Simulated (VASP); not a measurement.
Set up this calculation in VASP 6.6.1, as the native input.

| Item | Value |
| --- | --- |
| Task | single point |
| Functional | PBE |
| Potentials or basis | VASP PAW PBE potentials, release 64 (Sn_d) |
| Cutoff | 520 eV |
| k mesh | 12 × 12 × 12 |
| Occupations | gaussian, width 0.1 eV |
| Spin | no spin polarisation |
| Dipole correction | no |
| Further INCAR settings | ALGO = Fast; EDIFF = 1e-06; NBANDS = 21 |

The structure of Sn lies in POSCAR:

```
Sn
1.0
    0.0000000000      3.1885219792      3.1885219792
    3.1885219792      0.0000000000      3.1885219792
    3.1885219792      3.1885219792      0.0000000000
Sn
2
Direct
    0.0000000000      0.0000000000      0.0000000000
    0.2500000000      0.2500000000      0.2500000000
```

This isn't the form of Sn at room conditions, which is tetragonal (white tin).

One way to write it, as run:

INCAR

```
SYSTEM = Sn
  ALGO = Fast
  EDIFF = 1E-6
  ENCUT = 520
  GGA = PE
  ISIF = 2
  ISMEAR = 0
  LASPH = .TRUE.
  LCHARG = .TRUE.
  LELF = .TRUE.
  LREAL = .FALSE.
  LVHAR = .TRUE.
  LWAVE = .FALSE.
  NBANDS = 21
  NELM = 60
  PREC = Accurate
  SIGMA = 0.1
```

KPOINTS

```
k-points
0
G
  12 12 12
  0 0 0
```

Potentials or basis: VASP PAW PBE potentials, release 64 (Sn_d).

Command:

```bash
$ cat potpaw_PBE.64/Sn_d/POTCAR > POTCAR
$ mpirun -np 1 vasp_std > vasp.out
```

Results of the run:

| Property | Result |
| --- | --- |
| Pressure | 6.2 GPa |
| Band gap on the k mesh | zero (filled and empty bands touch) |

Caveat: the cell stands under pressure; spin-orbit coupling is left out, which moves the levels of the heavy elements.

Run time: 120 s on 1 thread of Intel(R) Xeon(R) 6975P-C (Granite Rapids) (shared host), peak memory 0.24 GiB.
